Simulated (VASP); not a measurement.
HgTe: single point with r2SCAN0

HgTe:

```xyz
2
Lattice="0.0000 3.2568 3.2568 3.2568 0.0000 3.2568 3.2568 3.2568 0.0000" Properties=species:S:1:pos:R:3 pbc="T T T"
Hg    0.0000    0.0000    0.0000
Te    4.8852    4.8852    4.8852
```

```yaml
Program: VASP 6.6.1
Task: single point
Functional: r2SCAN0
Potentials_or_basis: VASP PAW PBE potentials, release 64 (Hg, Te)
Cutoff: 520 eV
k_mesh: 4 × 4 × 4
Occupations: fermi-dirac, width 0.05 eV
Spin: no spin polarisation
```

The pressure is 0.2 GPa and the band gap on the k mesh is 0.74 eV.

Levels at points of the mesh, in eV from the valence-band top:
| k point | band 7 | band 8 | band 9 | band 10 | band 11 | band 12 |
| --- | --- | --- | --- | --- | --- | --- |
| (0.00, 0.00, 0.00) | 0.00 | 0.00 | 0.00 | 0.74 | 5.97 | 5.97 |
| (0.50, 0.00, 0.00) | -5.91 | -1.06 | -1.06 | 2.21 | 6.79 | 6.79 |
| (0.50, 0.50, 0.00) | -5.89 | -2.44 | -2.44 | 3.42 | 3.98 | 10.20 |

It took 14 min on 1 thread of AMD EPYC 7R13 Processor (Zen 3), with other jobs on the host, peak memory 0.2 GiB.

Caveat: the PAW data sets were made with another functional, which shifts forces and pressure a little; spin-orbit coupling is left out, which moves the levels of the heavy elements.
